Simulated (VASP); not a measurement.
## Ni3N4: single point with PBE

Crystal: Ni3N4.

```xyz
7
Lattice="3.9585 0.0000 0.0000 0.0000 3.9585 0.0000 0.0000 0.0000 3.9585" Properties=species:S:1:pos:R:3 pbc="T T T"
Ni    1.9793    1.9793    0.0000
Ni    0.0000    1.9793    1.9793
Ni    1.9793    0.0000    1.9793
N     1.9793    1.9793    1.9793
N     1.9793    0.0000    0.0000
N     0.0000    1.9793    0.0000
N     0.0000    0.0000    1.9793
```

The cell was built from a structure type or drawn by symmetry, and may not be a known phase.

```yaml
Program: VASP 6.6.1
Task: single point
Functional: PBE
Potentials_or_basis: VASP PAW PBE potentials, release 64 (Ni, N)
Cutoff: 520 eV
k_mesh: 10 × 10 × 10
Occupations: gaussian, width 0.1 eV
Spin: no spin polarisation
```

```yaml
Pressure: 0.2 GPa
Band_gap_on_the_k_mesh: zero (bands 25 and 26 overlap by 1.92 eV)
```

Levels at points of the mesh, in eV from the Fermi level:
```tsv
k point	band 21	band 22	band 23	band 24	band 25	band 26	band 27	band 28	band 29	band 30
(0.00, 0.00, 0.00)	-1.97	-1.97	-1.53	-1.53	-1.53	-0.91	-0.91	-0.21	0.08	0.08
(0.50, 0.00, 0.00)	-1.43	-1.11	-1.11	-0.77	-0.77	-0.63	0.37	0.37	0.40	0.67
(0.50, 0.50, 0.00)	-0.90	-0.61	-0.52	-0.50	-0.16	-0.16	0.28	0.49	2.95	2.95
(0.50, 0.50, 0.50)	-1.15	-1.15	-0.26	1.01	1.01	3.00	3.00	3.00	3.26	3.26
```

Wall time 73 s on 1 thread of Intel(R) Xeon(R) Platinum 8559C (Emerald Rapids), with other jobs on the host, peak memory 0.23 GiB.

Caveat: the run has no spin polarisation, though such a crystal can be magnetic. With open d or f shells a metallic result of PBE can be an artefact of self-interaction; +U or a hybrid may open a gap.
